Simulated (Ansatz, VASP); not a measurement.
One calculation of PtSe2, two programs

INCAR

```
  PREC = Accurate
  ENCUT = 520
  EDIFF = 1E-6
  ISMEAR = 0
  SIGMA = 0.05
  LREAL = F
  LASPH = T
  NELM = 150
  ALGO = Normal
  ISIF = 2
  LWAVE = F
  LCHARG = T
  ISPIN = 2
  MAGMOM = 0 0 0
  LORBIT = 11
  LMAXMIX = 4
  LDAU = T
  LDAUTYPE = 1
  LDAUL = 2 -1
  LDAUU = 5 0
  LDAUJ = 0.9 0
  LDAUPRINT = 1
  GGA = PE
  LELF = T
  LVHAR = T
  NBANDS = 22
```

File KPOINTS:

```
Automatic mesh
0
Gamma
  6 6 4
```

POSCAR

```
PtSe2
1.0
    3.7240002900      0.0000000000      0.0000000000
   -1.8620001500      3.2250788600      0.0000000000
    0.0000000000      0.0000000000      5.0619995800
Pt Se
1 2
Direct
    0.0000000000      0.0000000000      0.0000000000
    0.3333333333      0.6666666667      0.2500000000
    0.6666666667      0.3333333333      0.7500000000
```

Input for Ansatz:

```yaml
crystal:
  lattice:
    - [3.72400029, 0.0, 0.0]
    - [-1.86200015, 3.22507886, 0.0]
    - [0.0, 0.0, 5.06199958]
  atoms:
    - { symbol: Pt, position: [0.0, 0.0, 0.0], spin: 0.3 }
    - { symbol: Se, position: [0.3333333333, 0.6666666667, 0.25] }
    - { symbol: Se, position: [0.6666666667, 0.3333333333, 0.75] }
basis:
  ecutwfc: 420
  ecutrho_ratio: 4
kpoints:
  mp_grid: { grid: [6, 6, 4] }
hamiltonian:
  xc: pbe
  hubbard:
    sites:
      - { site: 0, l: d, u: 5.0, j: 0.9, starting_ns: [{ spin: up, occupation_matrix: s0up }, { spin: down, occupation_matrix: s0down }] }
    occupation_matrices:
      s0up:
        matrix:
          - [0.02, 0.0, 0.0, 0.0, 0.0]
          - [0.0, 0.97, 0.0, 0.0, 0.0]
          - [0.0, 0.0, 0.02, 0.0, 0.0]
          - [0.0, 0.0, 0.0, 0.97, 0.0]
          - [0.0, 0.0, 0.0, 0.0, 0.97]
      s0down:
        matrix:
          - [0.97, 0.0, 0.0, 0.0, 0.0]
          - [0.0, 0.97, 0.0, 0.0, 0.0]
          - [0.0, 0.0, 0.02, 0.0, 0.0]
          - [0.0, 0.0, 0.0, 0.97, 0.0]
          - [0.0, 0.0, 0.0, 0.0, 0.02]
    ns_hold: { iters: 12 }
scf:
  occupations: { method: gaussian, width: 0.05 }
  lower_state_search: "off"
  max_iter: 150
output:
  forces: true
  stress: true
  eigenvalues: true
  populations: true
  hubbard: { sites: [{ site: 0, l: d }] }
magnetization:
  spin_polarized: true
```

Alike in both runs: task single point; functional PBE; k mesh 6 × 6 × 4; occupations gaussian, width 0.05 eV; collinear spin; Hubbard terms Pt d U = 5.0 eV, J = 0.9 eV.

|  | VASP | Ansatz |
| --- | --- | --- |
| version | VASP 6.6.1 | Ansatz 0.2.0 |
| potentials or method | VASP PAW PBE potentials, release 64 (Pt, Se), cutoff 520 eV | scalar-relativistic, plane waves, PAW |
| valence electrons in the cell | 22 | 50 |

|  | VASP | Ansatz | Ansatz less VASP |
| --- | --- | --- | --- |
| gap on the k mesh at the Fermi level (eV) | none | none | - |
| pressure (GPa) | 4.7 | 7.6 | +2.88 |
| traceless stress, the component that is largest in VASP (GPa) | -0.31 | -1.42 | -1.110 |
| rms of the force components (eV/Å) | 0.191 | 0.330 | +0.1390 |
| net moment per atom (μB) | 0.00 | 0.00 | 0.000 |

The programs project onto different local orbitals, so the same U acts differently, and such runs can settle in different states. Atom by atom the forces differ by 0.139 eV/Å (rms over components). A gap of «none» marks a metal or a gap that the smearing closes. VASP's potentials hold 22 valence electrons a cell and Ansatz's 50, so a difference there can come from the potentials and not from the codes. Ansatz's warnings: filled band counts differ across k points, seeded moment not kept, specified occupation not kept, symmetry narrowed by occupation matrices.

Spin-orbit coupling is off throughout.
